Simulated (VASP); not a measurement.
# MnO (P6_3mc) in VASP: settings compared

Aim: see how the results for MnO move with the level of theory and the settings. Levels: PBEsol, LDA. Tasks: single point.

All numbers are computed with VASP 6.6.1; they aren't measurements. Logs are shortened: lines on timing, memory, paths and dates and some standing lists are left out, and cuts for length are marked.

## 1. The cell of the first run

The structure is hexagonal, space group P6_3mc (No. 186). Conventional cell: a = 3.406 Å, b = 3.406 Å, c = 5.278 Å, α = 90.00°, β = 90.00°, γ = 120.00°. Within 2.6 Å of Mn (site symmetry 3m) lie 4 O at 1.92 to 2.09 Å. O (site symmetry 3m) has 4 Mn at 1.92 to 2.09 Å within 2.6 Å.

## 2. Single point, PBEsol, collinear spin, ferromagnetic start

Input file INCAR:

```
  PREC = Accurate
  ENCUT = 520
  EDIFF = 1E-6
  ISMEAR = -1
  SIGMA = 0.05
  LREAL = F
  LASPH = T
  NELM = 150
  ALGO = Normal
  ISIF = 2
  LWAVE = F
  LCHARG = F
  ISPIN = 2
  MAGMOM = 4 4 0 0
  LORBIT = 11
  LMAXMIX = 4
  GGA = PS
  NBANDS = 31
```

Input file KPOINTS:

```
Automatic mesh
0
Gamma
  9 9 5
```

Input file POSCAR:

```
MnO
1.0
    3.4059313345      0.0000000000      0.0000000000
   -1.7029656672      2.9496230592      0.0000000000
    0.0000000000      0.0000000000      5.2777900000
Mn O
2 2
Direct
    0.6666666667      0.3333333333      0.5109600000
    0.3333333333      0.6666666667      0.0109600000
    0.6666666667      0.3333333333      0.8754700000
    0.3333333333      0.6666666667      0.3754700000
```

Potentials or basis: VASP PAW PBE potentials, release 64 (Mn_pv, O).

On the command line:

```console
cat potpaw_PBE.64/Mn_pv/POTCAR potpaw_PBE.64/O/POTCAR > POTCAR
mpirun -np 1 vasp_std > vasp.out
```

OUTCAR:

```text
PREC = Accurate
   ENCUT = 520
   EDIFF = 1E-6
   ISMEAR = -1
   LREAL = F
   LASPH = T
   NELM = 150
   ISIF = 2
   ISPIN = 2
   LORBIT = 11
   GGA = PS

 ion  position               nearest neighbor table
   1  0.667  0.333  0.511-   3 1.92   4 2.09   4 2.09   4 2.09
   2  0.333  0.667  0.011-   4 1.92   3 2.09   3 2.09   3 2.09
   3  0.667  0.333  0.875-   1 1.92   2 2.09   2 2.09   2 2.09
   4  0.333  0.667  0.375-   2 1.92   1 2.09   1 2.09   1 2.09

  LATTYP: Found a hexagonal cell.
 ALAT       =     3.4059313345
 C/A-ratio  =     1.5495879046

  Lattice vectors:

 A1 = (   3.4059313345,   0.0000000000,   0.0000000000)
 A2 = (  -1.7029656672,   2.9496230592,   0.0000000000)
 A3 = (   0.0000000000,   0.0000000000,   5.2777900000)

Analysis of symmetry for initial positions (statically):
=====================================================================
 Subroutine PRICEL returns:
 Original cell was already a primitive cell.

 Routine SETGRP: Setting up the symmetry group for a
 hexagonal supercell.

 Subroutine GETGRP returns: Found 12 space group operations
 (whereof  6 operations were pure point group operations)
 out of a pool of 24 trial point group operations.

The static configuration has the point symmetry C_3v.
 The point group associated with its full space group is C_6v.

Analysis of symmetry for dynamics (positions and initial velocities):
=====================================================================
 Subroutine PRICEL returns:
 Original cell was already a primitive cell.

 Routine SETGRP: Setting up the symmetry group for a
 hexagonal supercell.

 Subroutine GETGRP returns: Found 12 space group operations
 (whereof  6 operations were pure point group operations)
 out of a pool of 24 trial point group operations.

The dynamic configuration has the point symmetry C_3v.
 The point group associated with its full space group is C_6v.

Analysis of structural, dynamic, and magnetic symmetry:
=====================================================================
 Subroutine PRICEL returns:
 Original cell was already a primitive cell.

 Routine SETGRP: Setting up the symmetry group for a
 hexagonal supercell.

 Subroutine GETGRP returns: Found 12 space group operations
 (whereof  6 operations were pure point group operations)
 out of a pool of 24 trial point group operations.

The overall configuration has the point symmetry C_3v.
 The point group associated with its full space group is C_6v.

 Subroutine INISYM returns: Found 12 space group operations
[... 129 lines left out ...]
   IVDW    =     0    specifies the selected vdW correction
   LEPSILON=     F    determine dielectric tensor
   LRPA    =     F    only Hartree local field effects (RPA)
 spin polarized calculation
  energy-cutoff  :      520.00
  volume of cell :       53.02
 maximum number of plane-waves:      1442
 NGX is ok and might be reduce to    28
   NGX = 13   NGY = 13   NGZ = 19

 number of electron      37.9999987 magnetization      10.0537423

 number of electron      37.9999987 magnetization       9.9821469

 Free energy of the ion-electron system (eV)
  ---------------------------------------------------
  ext. energy  EPLUGINS =         0.00000000
  ---------------------------------------------------
  free energy    TOTEN  =       -34.19325736 eV

  energy without entropy =      -34.18978692  energy(sigma->0) =      -34.19152214

 E-fermi :   5.7727     XC(G=0): -10.8195

 val. band max:        5.7486372864   @ k =   0.0000   0.0000   0.0000
 cond. band min:       5.8456254261   @ k =   0.1111  -0.0000   0.0000
 fundamental gap:      0.0969881397
 Fermi energy:         5.7727026899

 spin component 1

 k-point     1 :       0.0000    0.0000    0.0000
  band No.  band energies     occupation
      1     -44.7003      1.00000
      2     -44.7003      1.00000
      3     -44.6991      1.00000
      4     -44.6931      1.00000
      5     -44.6931      1.00000
      6     -44.6573      1.00000
[... 805 lines left out ...]
     30      14.4152      0.00000
     31      16.0811      0.00000

 [... further k-points ...]

 spin component 2

 k-point     1 :       0.0000    0.0000    0.0000
  band No.  band energies     occupation
      1     -40.0755      1.00000
      2     -40.0333      1.00000
      3     -40.0333      1.00000
      4     -40.0240      1.00000
      5     -40.0240      1.00000
      6     -40.0196      1.00000
[... 805 lines left out ...]
     30      16.2514      0.00000
     31      17.2033      0.00000

 [... further k-points ...]

------------------------ aborting loop because EDIFF is reached ----------------------------------------

  FORCE on cell =-STRESS in cart. coord.  units (eV):
  Direction    XX          YY          ZZ          XY          YZ          ZX
  --------------------------------------------------------------------------------------
  -------------------------------------------------------------------------------------
  Total       -0.8060484     -0.8060484      3.6659380     -0.0000000      0.0000000      0.0000000
  in kB      -24.3566286    -24.3566286    110.7748539     -0.0000000      0.0000000      0.0000000
  external PRESSURE =      20.6871989 kB  Pullay stress =       0.0000000 kB

 VOLUME and BASIS-vectors are now :
 -----------------------------------------------------------------------------
  energy-cutoff  :      520.00
  volume of cell :       53.02
      direct lattice vectors                 reciprocal lattice vectors
     3.405931334  0.000000000  0.000000000     0.293605449  0.169513185  0.000000000
    -1.702965667  2.949623059  0.000000000     0.000000000  0.339026370  0.000000000
     0.000000000  0.000000000  5.277790000     0.000000000  0.000000000  0.189473245

 POSITION                                       TOTAL-FORCE (eV/Angst)
 -----------------------------------------------------------------------------------
      1.70297      0.98321      2.69674        -0.000000     -0.000000     -0.996745
     -0.00000      1.96642      0.05784         0.000000      0.000000     -0.996745
      1.70297      0.98321      4.62055        -0.000000      0.000000      0.996745
     -0.00000      1.96642      1.98165         0.000000      0.000000      0.996745
 -----------------------------------------------------------------------------------
    total drift:                               -0.000000      0.000000     -0.001696

  FREE ENERGIE OF THE ION-ELECTRON SYSTEM (eV)
  ---------------------------------------------------
  free  energy   TOTEN  =       -34.1932573604 eV

  energy  without entropy=      -34.1897869161  energy(sigma->0) =      -34.19152214

 total charge

# of ion       s       p       d       tot
------------------------------------------
    1        0.247   6.238   4.958  11.442
    2        0.247   6.238   4.958  11.442
    3        1.551   3.444   0.000   4.995
    4        1.551   3.444   0.000   4.995
--------------------------------------------------
tot          3.596  19.363   9.916  32.875

 magnetization (x)

# of ion       s       p       d       tot
------------------------------------------
    1        0.038   0.064   4.293   4.395
    2        0.038   0.064   4.293   4.395
    3        0.020   0.182   0.000   0.202
    4        0.020   0.182   0.000   0.202
--------------------------------------------------
tot          0.116   0.492   8.585   9.193
```

OSZICAR:

```text
N       E                     dE             d eps       ncg     rms          rms(c)
DAV:   1     0.448561570066E+03    0.44856E+03   -0.21106E+04  4464   0.144E+03
DAV:   2    -0.233671199725E+01   -0.45090E+03   -0.42238E+03  4604   0.436E+02
DAV:   3    -0.387633637673E+02   -0.36427E+02   -0.35550E+02  5024   0.132E+02
DAV:   4    -0.393415451491E+02   -0.57818E+00   -0.57743E+00  4821   0.179E+01
DAV:   5    -0.393475410314E+02   -0.59959E-02   -0.59957E-02  5031   0.191E+00    0.221E+01
DAV:   6    -0.351395927826E+02    0.42079E+01   -0.29120E+01  5383   0.520E+01    0.212E+01
DAV:   7    -0.341833407228E+02    0.95625E+00   -0.41346E+00  4554   0.274E+01    0.131E+01
DAV:   8    -0.342207552373E+02   -0.37415E-01   -0.58904E-01  4961   0.449E+00    0.772E+00
DAV:   9    -0.341786046770E+02    0.42151E-01   -0.15187E-01  4653   0.340E+00    0.232E+00
DAV:  10    -0.341874611673E+02   -0.88565E-02   -0.43580E-02  4830   0.199E+00    0.108E+00
DAV:  11    -0.341925270877E+02   -0.50659E-02   -0.70250E-03  4793   0.874E-01    0.345E-01
DAV:  12    -0.341932074152E+02   -0.68033E-03   -0.57509E-04  5408   0.258E-01    0.678E-02
DAV:  13    -0.341932307081E+02   -0.23293E-04   -0.12367E-04  4758   0.725E-02    0.627E-02
DAV:  14    -0.341932566381E+02   -0.25930E-04   -0.71961E-05  4828   0.547E-02    0.251E-02
DAV:  15    -0.341932573604E+02   -0.72231E-06   -0.64791E-06  4533   0.190E-02
   1 F= -.34193257E+02 E0= -.34191522E+02  d E =-.347044E-02  mag=     9.9839
```

stdout:

```text
POSCAR found type information on POSCAR MnO
 POSCAR found :  2 types and       4 ions
 scaLAPACK will be used
 -----------------------------------------------------------------------------
|                                                                             |
|                                                                             |
|     You enforced a specific xc type in the INCAR file but a different       |
|     I HOPE YOU KNOW WHAT YOU ARE DOING!                                     |
|                                                                             |
 -----------------------------------------------------------------------------

 LDA part: xc-table for (Slater+PW92), standard interpolation
 POSCAR, INCAR and KPOINTS ok, starting setup
 FFT: planning ... GRIDC
 FFT: planning ... GRID_SOFT
 FFT: planning ... GRID
 WAVECAR not read
 entering main loop
```

Wall time 2.6 min (1 thread of Intel Xeon 8259CL, shared host); peak memory 0.24 GiB.

What came out:

| Quantity | Value |
| --- | --- |
| Free energy | -34.1933 eV |
| Pressure | 2.1 GPa |
| Largest force | 0.997 eV/Å |
| Band gap on the k mesh | zero (filled and empty bands overlap) |
| Net moment | 9.98 μB per cell |
| Site moments | Mn +4.39; O +0.20 μB |
| Valence electrons inside the program's atomic spheres | Mn 11.44; O 5.00 |

Forces in eV/Å, atoms in the order of the input:
```
Mn   0.000  0.000 -0.997
Mn   0.000  0.000 -0.997
O    0.000  0.000  0.997
O    0.000  0.000  0.997
```

Caveat: the PAW data sets were made with another functional, which shifts forces and pressure a little; semilocal functionals often make such compounds metallic where correlation or magnetic order opens a gap, which also shifts bond lengths; only a ferromagnetic start was run, and an antiferromagnetic order may lie lower in energy. With open d or f shells a metallic result of PBEsol can be an artefact of self-interaction; +U or a hybrid may open a gap.

[end of part 1 of 2]
